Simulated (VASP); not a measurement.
Ge: single point with PBEsol

The system is Ge.

```
Ge
1.0
     1.48805   -2.59469    0.00000
     1.48805    2.59469    0.00000
     0.00000    0.00000    4.72760
Ge
2
Direct
  0.33345 0.66655 0.25000
  0.66655 0.33345 0.75000
```

- Program: VASP 6.6.1
- Task: single point
- Functional: PBEsol
- Potentials or basis: VASP PAW PBE potentials, release 64 (Ge_d)
- Cutoff: 520 eV
- k mesh: 10 × 10 × 6
- Occupations: fermi-dirac, width 0.05 eV
- Spin: no spin polarisation

```
Pressure               : 0.5 GPa
Band gap on the k mesh : zero (band 14 reaches 13.67 eV, above the bottom of band 15 at 4.70 eV)
```

Stress tensor (GPa, compression positive):
```
-0.38  0.00  0.00
 0.00 -0.16  0.00
 0.00  0.00  2.13
```

Levels at points of the mesh, in eV from the Fermi level:
```csv
k point,band 12,band 13,band 14,band 15,band 16,band 17
"(0.00, 0.00, 0.00)",-7.46,-5.53,6.62,6.73,8.70,8.82
"(0.50, 0.00, 0.00)",-7.09,-2.25,-1.25,-0.87,1.44,2.45
"(0.50, 0.50, 0.00)",-7.14,-2.29,-1.27,-0.94,1.41,2.60
"(0.00, 0.00, 0.50)",-11.68,1.89,1.89,7.76,7.76,7.87
"(0.50, 0.00, 0.50)",-6.97,-4.92,-4.92,4.11,4.11,5.09
"(0.50, 0.50, 0.50)",-7.05,-4.95,-4.95,4.27,4.27,5.11
```

Run time: 22 s on 1 thread of Intel(R) Xeon(R) 6975P-C (Granite Rapids), with other jobs on the host, peak memory 0.2 GiB.

Caveat: the PAW data sets were made with another functional, which shifts forces and pressure a little.
